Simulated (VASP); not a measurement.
# Rh (Immm) in VASP: notebook

The runs below take Rh through single point, with PBE.

Program: VASP 6.6.1. These are calculated values, not measurements. Logs are shortened: lines on timing, memory, paths and dates and some standing lists are left out, and cuts for length are marked.

## Step 1: The cell of the first run

The structure is orthorhombic, space group Immm (No. 71). The conventional cell has a = 2.473 Å, b = 3.015 Å, c = 3.830 Å, α = 90.00°, β = 90.00°, γ = 90.00°. Rh (site symmetry mmm) has 12 Rh at 2.47 to 3.02 Å within 3.3 Å.

## Step 2: Single point, PBE

INCAR

```
ALGO     = Fast           # electronic algorithm
EDIFF    = 1E-7           # SCF threshold, eV
ENCUT    = 520            # plane-wave cutoff, eV
GGA      = PE             # functional
ISIF     = 2              # what is computed and relaxed
ISMEAR   = 0              # smearing method
LASPH    = True           # aspherical terms in the spheres
LCHARG   = False          # write CHGCAR
LREAL    = False          # projectors in reciprocal space
LWAVE    = False          # write WAVECAR
NBANDS   = 14             # bands
NELM     = 60             # most SCF steps
PREC     = Accurate       # precision mode
SIGMA    = 0.15           # smearing width, eV
```

KPOINTS

```
k-points
0
Gamma
  20 20 20
```

POSCAR

```
Rh
1.0
   -0.1915052422      1.9405226193      1.9150524221
    1.9405226193     -0.1915052422      1.9150524221
    1.7490173771      1.7490173771      0.0000000000
Rh
1
Direct
    0.0000000000      0.0000000000      0.0000000000
```

Potentials or basis: VASP PAW PBE potentials, release 64 (Rh_pv).

The run is started by

```console
$ cat potpaw_PBE.64/Rh_pv/POTCAR > POTCAR
$ mpirun -np 1 vasp_std > vasp.out
```

OUTCAR:

```text
EDIFF = 1E-7
   ENCUT = 520
   GGA = PE
   ISIF = 2
   ISMEAR = 0
   LASPH = True
   LREAL = False
   NELM = 60
   PREC = Accurate

 ion  position               nearest neighbor table
   1  0.000  0.000  0.000-

  LATTYP: Found a body centered orthorhombic cell.
 ALAT       =     2.4734840955
 B/A-ratio  =     1.2189860944
 C/A-ratio  =     1.5484655232

  Lattice vectors:

 A1 = (   0.1915052422,  -1.9405226193,  -1.9150524221)
 A2 = (  -0.1915052422,   1.9405226193,  -1.9150524221)
 A3 = (   1.9405226193,  -0.1915052422,   1.9150524221)

Analysis of symmetry for initial positions (statically):
=====================================================================
 Subroutine PRICEL returns:
 Original cell was already a primitive cell.

 Routine SETGRP: Setting up the symmetry group for a
 body centered orthorhombic supercell.

 Subroutine GETGRP returns: Found  8 space group operations
 (whereof  8 operations were pure point group operations)
 out of a pool of  8 trial point group operations.

The static configuration has the point symmetry D_2h.

Analysis of symmetry for dynamics (positions and initial velocities):
=====================================================================
 Subroutine PRICEL returns:
 Original cell was already a primitive cell.

 Routine SETGRP: Setting up the symmetry group for a
 body centered orthorhombic supercell.

 Subroutine GETGRP returns: Found  8 space group operations
 (whereof  8 operations were pure point group operations)
 out of a pool of  8 trial point group operations.

The dynamic configuration has the point symmetry D_2h.

 Subroutine INISYM returns: Found  8 space group operations
 (whereof  8 operations are pure point group operations),
 and found     1 'primitive' translations

----------------------------------------------------------------------------------------

                                     Primitive cell

  volume of cell :      14.2823

  direct lattice vectors                    reciprocal lattice vectors
    -0.191505242  1.940522619  1.915052422    -0.234518511  0.234518511  0.261089459
     1.940522619 -0.191505242  1.915052422     0.234518511 -0.234518511  0.261089459
     1.749017377  1.749017377  0.000000000     0.285874804  0.285874804 -0.261089459

  length of vectors
     2.733080327  2.733080327  2.473484096     0.422096635  0.422096635  0.481265532

  position of ions in fractional coordinates (direct lattice)
     0.000000000  0.000000000  0.000000000

  ion indices of the primitive-cell ions
   primitive index   ion index
                 1           1

----------------------------------------------------------------------------------------

 KPOINTS: k-points

Automatic generation of k-mesh.
 Grid dimensions read from file:
 generate k-points for:   20   20   20

 Generating k-lattice:

  Cartesian coordinates                     Fractional coordinates (reciprocal lattice)
    -0.011725926  0.011725926  0.013054473     0.050000000  0.000000000  0.000000000
     0.011725926 -0.011725926  0.013054473     0.000000000  0.050000000  0.000000000
     0.014293740  0.014293740 -0.013054473     0.000000000  0.000000000  0.050000000

  Length of vectors
     0.021104832  0.021104832  0.024063277

  Shift w.r.t. Gamma in fractional coordinates (k-lattice)
     0.000000000  0.000000000  0.000000000

 Subroutine IBZKPT returns following result:
 ===========================================

 Found   1166 irreducible k-points:

 Following reciprocal coordinates:
            Coordinates               Weight
  0.000000  0.000000  0.000000      1.000000
  0.050000 -0.000000  0.000000      4.000000
  0.100000 -0.000000  0.000000      4.000000
  0.150000  0.000000  0.000000      4.000000
  0.200000 -0.000000  0.000000      4.000000
  0.250000  0.000000  0.000000      4.000000
[... 16 lines left out ...]
 -0.400000  0.050000  0.000000      4.000000
 -0.350000  0.050000  0.000000      4.000000
 [... further k-points ...]
   k-points           NKPTS =   1166   k-points in BZ     NKDIM =   1166   number of bands    NBANDS=     14
   number of dos      NEDOS =    301   number of ions     NIONS =      1
   total plane-waves  NPLWV =   7200
   dimension x,y,z NGX =    20 NGY =   20 NGZ =   18
   dimension x,y,z NGXF=    40 NGYF=   40 NGZF=   36
   ions per type =               1
   NGX,Y,Z   is equivalent  to a cutoff of  12.17, 12.17, 12.10 a.u.
   NGXF,Y,Z  is equivalent  to a cutoff of  24.33, 24.33, 24.20 a.u.
 SYSTEM =  unknown system
   PREC   = accura    normal or accurate (medium, high low for compatibility)
   ISTART =      0    job   : 0-new  1-cont  2-samecut
   ICHARG =      2    charge: 1-file 2-atom 10-const
   ISPIN  =      1    spin polarized calculation?
   LNONCOLLINEAR =      F non collinear calculations
   LSORBIT =      F    spin-orbit coupling
   LASPH  =      T    aspherical Exc in radial PAW
   ENCUT  =  520.0 eV  38.22 Ry    6.18 a.u.   5.08  5.08  4.60*2*pi/ulx,y,z
   NELM   =     60;   NELMIN=  2; NELMDL= -5     # of ELM steps
   EDIFF  = 0.1E-06   stopping-criterion for ELM
   LREAL  =      F    real-space projection
   EDIFFG = 0.1E-05   stopping-criterion for IOM
   NSW    =      0    number of steps for IOM
   IBRION =     -1    ionic relax: 0-MD 1-quasi-New 2-CG
   NFREE  =      0    steps in history (QN), initial steepest desc. (CG)
   ISIF   =      2    stress and relaxation
   ISYM   =      2    0-nonsym 1-usesym 2-fastsym
   POTIM  = 0.5000    time-step for ionic-motion
   TEBEG  =    0.0;   TEEND  =   0.0 temperature during run
   PSTRESS=    0.0 pullay stress
   NELECT =      15.0000    total number of electrons
   NUPDOWN=      -1.0000    fix difference up-down
   EMIN   =  10.00;   EMAX   =-10.00  energy-range for DOS
   EFERMI =   0.00;   METHOD = LEGACY
   ISMEAR =     0;   SIGMA  =   0.15  broadening in eV -4-tet -1-fermi 0-gaus
   EFERMI_NEDOS =   21; number of points for ismear=-14 and -15
   IALGO  =     68    algorithm
   IMIX   =      4    mixing-type and parameters
     AMIX     =   0.40;   BMIX     =  1.00
     AMIX_MAG =   1.60;   BMIX_MAG =  1.00
  volume/ion in A,a.u.               =      14.28        96.38
  Fermi-wavevector in a.u.,A,eV,Ry     =   1.664074  3.144644 37.676479  2.769143
  Thomas-Fermi vector in A             =   2.750681
   LORBIT       =      0    0 simple, 1 ext, 2 COOP (PROOUT), +10 PAW based schemes
   GGA     = PE    functional components
   LHFCALC =     F    Hartree Fock is set to
   AEXX    =    0.0000 exact exchange contribution
   IVDW    =     0    specifies the selected vdW correction
   LEPSILON=     F    determine dielectric tensor
   LRPA    =     F    only Hartree local field effects (RPA)
 non-spin polarized calculation
 RMM-DIIS sequential band-by-band and
 Gauss-broadening in eV      SIGMA  =   0.15
  energy-cutoff  :      520.00
  volume of cell :       14.28
 maximum number of plane-waves:       399
   NGX = 11   NGY = 11   NGZ =  9

 number of electron      14.9999997 magnetization

 Free energy of the ion-electron system (eV)
  ---------------------------------------------------
  ext. energy  EPLUGINS =         0.00000000
  ---------------------------------------------------
  free energy    TOTEN  =        -6.98061032 eV

  energy without entropy =       -6.96124405  energy(sigma->0) =       -6.97092719

 E-fermi :  11.1472     XC(G=0): -13.7531

 val. band max:       11.1458260475   @ k =   0.2500   0.2000   0.0000
 cond. band min:      11.1502379796   @ k =   0.4500   0.0500   0.4000
 fundamental gap:      0.0044119321
 Fermi energy:        11.1471526089

 k-point     1 :       0.0000    0.0000    0.0000
  band No.  band energies     occupation
      1     -35.0408      2.00000
      2     -35.0403      2.00000
      3     -35.0225      2.00000
      4       3.5737      2.00000
      5       7.3150      2.00000
      6       7.4944      2.00000
      7       9.5583      2.00000
      8      10.5430      2.00000
      9      10.7792      1.99948
     10      26.8183      0.00000
     11      29.6437      0.00000
     12      31.9640      0.00000
     13      33.3207      0.00000
     14      35.9891      0.00000

 k-point     2 :       0.0500   -0.0000    0.0000
  band No.  band energies     occupation
      1     -35.0545      2.00000
      2     -35.0405      2.00000
      3     -35.0244      2.00000
      4       3.6569      2.00000
      5       7.3292      2.00000
      6       7.4812      2.00000
      7       9.5843      2.00000
      8      10.5452      2.00000
      9      10.7578      1.99976
     10      26.8837      0.00000
     11      29.4640      0.00000
     12      31.9638      0.00000
     13      33.2144      0.00000
     14      36.0893      0.00000

 k-point     3 :       0.1000   -0.0000    0.0000
  band No.  band energies     occupation
      1     -35.0948      2.00000
      2     -35.0406      2.00000
      3     -35.0298      2.00000
      4       3.8970      2.00000
      5       7.3508      2.00000
      6       7.4700      2.00000
      7       9.6496      2.00000
      8      10.5636      2.00000
      9      10.7023      1.99997
     10      26.9795      0.00000
     11      28.9614      0.00000
     12      31.9638      0.00000
     13      33.2061      0.00000
     14      36.3840      0.00000

 k-point     4 :       0.1500    0.0000    0.0000
  band No.  band energies     occupation
      1     -35.1572      2.00000
      2     -35.0406      2.00000
      3     -35.0382      2.00000
      4       4.2610      2.00000
      5       7.3377      2.00000
      6       7.5278      2.00000
      7       9.7160      2.00000
      8      10.6339      2.00000
      9      10.6359      2.00000
     10      26.6532      0.00000
     11      28.5634      0.00000
     12      31.9638      0.00000
     13      33.5481      0.00000
     14      36.8531      0.00000

 k-point     5 :       0.2000   -0.0000    0.0000
  band No.  band energies     occupation
      1     -35.2353      2.00000
      2     -35.0487      2.00000
      3     -35.0406      2.00000
      4       4.6797      2.00000
      5       7.3458      2.00000
      6       7.6538      2.00000
      7       9.7391      2.00000
      8      10.5887      2.00000
      9      10.7947      1.99911
     10      25.5762      0.00000
     11      28.6165      0.00000
[... 276 lines left out ...]
 k-point    22 :      -0.4500    0.0500    0.0000
  band No.  band energies     occupation
      1     -35.5804      2.00000
      2     -35.0982      2.00000
      3     -35.0544      2.00000
      4       5.3322      2.00000
      5       7.3918      2.00000
      6       9.5243      2.00000
      7      10.2593      2.00000
      8      11.7321      0.00000
      9      12.0648      0.00000
     10      18.4673      0.00000
     11      27.6121      0.00000
     12      31.8029      0.00000
     13      31.9662      0.00000
     14      35.4034      0.00000

 k-point    23 :      -0.4000    0.0500    0.0000
  band No.  band energies     occupation
      1     -35.5444      2.00000
      2     -35.0925      2.00000
      3     -35.0569      2.00000
      4       5.3560      2.00000
      5       7.3909      2.00000
      6       9.5552      2.00000
      7       9.9866      2.00000
      8      11.2979      0.15534
      9      11.8783      0.00000
     10      19.4109      0.00000
     11      27.7417      0.00000
     12      31.9594      0.00000
     13      32.0387      0.00000
     14      36.0505      0.00000

 k-point    24 :      -0.3500    0.0500    0.0000
  band No.  band energies     occupation
      1     -35.4864      2.00000
      2     -35.0839      2.00000
      3     -35.0590      2.00000
      4       5.3731      2.00000
      5       7.4035      2.00000
      6       9.2971      2.00000
      7       9.6088      2.00000
      8      11.0504      1.63833
      9      11.6080      0.00001
     10      20.7425      0.00000
     11      27.9674      0.00000
     12      31.9632      0.00000
     13      32.5046      0.00000
     14      37.0393      0.00000

 [... further k-points ...]
[... 5 lines left out ...]
  --------------------------------------------------------------------------------------
  -------------------------------------------------------------------------------------
  Total        1.0111418      1.0111418     -0.5049645      2.7591736      0.0000000      0.0000000
  in kB      113.4292277    113.4292277    -56.6465919    309.5223001      0.0000000      0.0000000
  external PRESSURE =      56.7372878 kB  Pullay stress =       0.0000000 kB

 VOLUME and BASIS-vectors are now :
 -----------------------------------------------------------------------------
  energy-cutoff  :      520.00
  volume of cell :       14.28
      direct lattice vectors                 reciprocal lattice vectors
    -0.191505242  1.940522619  1.915052422    -0.234518511  0.234518511  0.261089459
     1.940522619 -0.191505242  1.915052422     0.234518511 -0.234518511  0.261089459
     1.749017377  1.749017377  0.000000000     0.285874804  0.285874804 -0.261089459

 POSITION                                       TOTAL-FORCE (eV/Angst)
 -----------------------------------------------------------------------------------
      0.00000      0.00000      0.00000         0.000000      0.000000      0.000000
 -----------------------------------------------------------------------------------
    total drift:                               -0.000000     -0.000000     -0.000000

  FREE ENERGIE OF THE ION-ELECTRON SYSTEM (eV)
  ---------------------------------------------------
  free  energy   TOTEN  =        -6.9806103222 eV

  energy  without entropy=       -6.9612440501  energy(sigma->0) =       -6.97092719
```

Wall time 3.9 min (1 thread of AMD EPYC 7R43 (Zen 3), shared host); peak memory 0.27 GiB.

What came out:

```yaml
Free_energy: -6.9806 eV
Pressure: 5.7 GPa
```

Stress tensor (GPa, compression positive):
```
11.34 30.95  0.00
30.95 11.34  0.00
 0.00  0.00 -5.66
```

## Step 3: Single point, PBE

This run uses another cell than the first one, of 14.39 Å³/atom, 1.007 times its volume.

INCAR

```
ALGO     = Fast           # electronic algorithm
EDIFF    = 1E-6           # SCF threshold, eV
ENCUT    = 520            # plane-wave cutoff, eV
GGA      = PE             # functional
ISIF     = 2              # what is computed and relaxed
ISMEAR   = 0              # smearing method
LASPH    = T              # aspherical terms in the spheres
LCHARG   = T              # write CHGCAR
LELF     = T              # ELF
LREAL    = F              # projectors in reciprocal space
LVHAR    = T            
LWAVE    = F              # write WAVECAR
NBANDS   = 14             # bands
NELM     = 100            # most SCF steps
PREC     = Accurate       # precision mode
SIGMA    = 0.15           # smearing width, eV
```

KPOINTS is that of step 2.

POSCAR

```
Rh
1.0
   -0.0957526211      1.9405226193      1.9150524221
    1.9405226193     -0.0957526211      1.9150524221
    1.8447699982      1.8447699982      0.0000000000
Rh
1
Direct
    0.0000000000      0.0000000000      0.0000000000
```

Potentials or basis: VASP PAW PBE potentials, release 64 (Rh_pv).

The run is started by

```console
$ cat potpaw_PBE.64/Rh_pv/POTCAR > POTCAR
$ mpirun -np 1 vasp_std > vasp.out
```

It took 4.3 min on 1 thread of AMD EPYC 7R43 (Zen 3), shared host; peak memory 0.27 GiB.

Results (log left out):

```yaml
Free_energy: -7.1895 eV
Pressure: -3.4 GPa
```

Stress tensor (GPa, compression positive):
```
-2.62 15.60  0.00
15.60 -2.62  0.00
 0.00  0.00 -4.82
```

Levels at points of the mesh, in eV from the Fermi level:
| k point | band 4 | band 5 | band 6 | band 7 | band 8 | band 9 | band 10 | band 11 |
| --- | --- | --- | --- | --- | --- | --- | --- | --- |
| (0.00, 0.00, 0.00) | -7.59 | -3.40 | -3.01 | -2.29 | -0.90 | -0.68 | 15.93 | 19.68 |
| (0.50, 0.00, 0.00) | -5.76 | -3.28 | -2.38 | 0.12 | 0.38 | 0.74 | 7.55 | 15.97 |
| (0.50, 0.50, 0.00) | -5.91 | -5.56 | 0.57 | 0.93 | 1.01 | 3.41 | 11.17 | 11.96 |
| (0.00, 0.00, 0.50) | -5.72 | -3.52 | -2.43 | 0.43 | 0.87 | 1.33 | 8.99 | 15.13 |
| (0.50, 0.00, 0.50) | -5.87 | -5.52 | 0.31 | 0.93 | 1.09 | 3.22 | 11.70 | 13.17 |
